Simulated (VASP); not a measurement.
Runs of VASP 6.6.1 on Ti. The structure is that of space group Fm-3m (No. 225), or close to it. The cells are those of the table. 

| level | potentials or basis | cell | k mesh | cutoff (eV) | smearing | gap on the mesh (eV) | pressure (GPa) |
| --- | --- | --- | --- | --- | --- | --- | --- |
| PBE | VASP PAW PBE potentials, release 64 (Ti_sv) | a = 2.871 Å, angles 60.0°, 1 atom | 3 × 3 × 3 | 500 | gaussian 0.1 eV | none | (a) |
| LDA | VASP PAW LDA potentials, release 64 (Ti_sv) | a = 2.871 Å, angles 60.0°, 1 atom | 6 × 6 × 6 | 500 | gaussian 0.1 eV | none | (b) |
| PBE | VASP PAW PBE potentials, release 64 (Ti_sv) | a = 2.964 Å, angles 60.0°, 1 atom | 4 × 4 × 4 | 520 | fermi-dirac 0.136057 eV | none | -5.3 |
| BLYP | VASP PAW PBE potentials, release 64 (Ti_sv) | a = 2.871 Å, angles 60.0°, 1 atom | 6 × 6 × 6 | 500 | gaussian 0.1 eV | none | 7.5 |
| BLYP | VASP PAW PBE potentials, release 64 (Ti_sv) | a = 2.871 Å, angles 60.0°, 1 atom | 4 × 4 × 4 | 500 | methfessel-paxton 0.1 eV | none | 6.8 |

Alike in all rows: task single point; no spin polarisation.

Estimate the missing entries.

(a) 4.8; (b) -4.4.

Caveats: all runs use coarse meshes; the PAW data sets were made with another functional, which shifts forces and pressure a little (some runs).

A gap of «none» marks levels without a gap at the run's occupations.
